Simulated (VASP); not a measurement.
Input of a VASP 6.6.1 run:

The input INCAR:

```
  ALGO = Normal
  EDIFF = 1E-6
  ENCUT = 520
  GGA = PE
  ISIF = 2
  ISMEAR = 0
  IVDW = 12
  LASPH = T
  LCHARG = F
  LREAL = Auto
  LWAVE = F
  NBANDS = 78
  NELM = 80
  PREC = Accurate
  SIGMA = 0.02
```

Contents of KPOINTS:

```
k-points
0
Gamma
  2 2 2
```

POSCAR

```
Si8O15
1.0
    0.0000000000      5.0462000000      4.4946000000
    4.0970000000      0.0000000000      4.4946000000
    4.0970000000      5.0462000000      0.0000000000
Si O
8 15
Direct
    0.2013024898      0.0554711942      0.9552800872
    0.2868642777      0.4694027983      0.0426440652
    0.7982591072      0.9524822268      0.0529947075
    0.2003548986      0.0240232440      0.4751878861
    0.7437280521      0.5234732562      0.4372929142
    0.7965384657      0.9502334383      0.5446723464
    0.3055141460      0.4488931427      0.5408024883
    0.7005020197      0.5507332404      0.9482836012
    0.4011494216      0.5269767743      0.2131433136
    0.2631606695      0.1493919492      0.6227828128
    0.3724374788      0.7074481618      0.5159841058
    0.3875751904      0.1621920859      0.1901559737
    0.0918399491      0.9835594191      0.2901908860
    0.2304525049      0.3548022453      0.8784401272
    0.1314365073      0.7955071585      0.9799282821
    0.8981594246      0.0177823722      0.7183726193
    0.7662392061      0.6628539279      0.1059674048
    0.8624649154      0.2181153364      0.0185514930
    0.9649723759      0.6137338493      0.6441655893
    0.5941005222      0.4810585576      0.7914579178
    0.7251010726      0.8565371154      0.3806906122
    0.6350115838      0.2794546646      0.4800466779
    0.5353473635      0.8888158545      0.8484699643
```

Potentials or basis: VASP PAW PBE potentials, release 64 (Si, O).

Command:

```sh
$ cat potpaw_PBE.64/Si/POTCAR potpaw_PBE.64/O/POTCAR > POTCAR
$ mpirun -np 1 vasp_std > vasp.out
```

(1) Estimate the dispersion energy per atom.

(2) Estimate the largest force.

## Answers

(1) -0.239 eV.

(2) 3.911 eV/Å.

Caveat: the k points lie up to 0.61 Å⁻¹ apart.
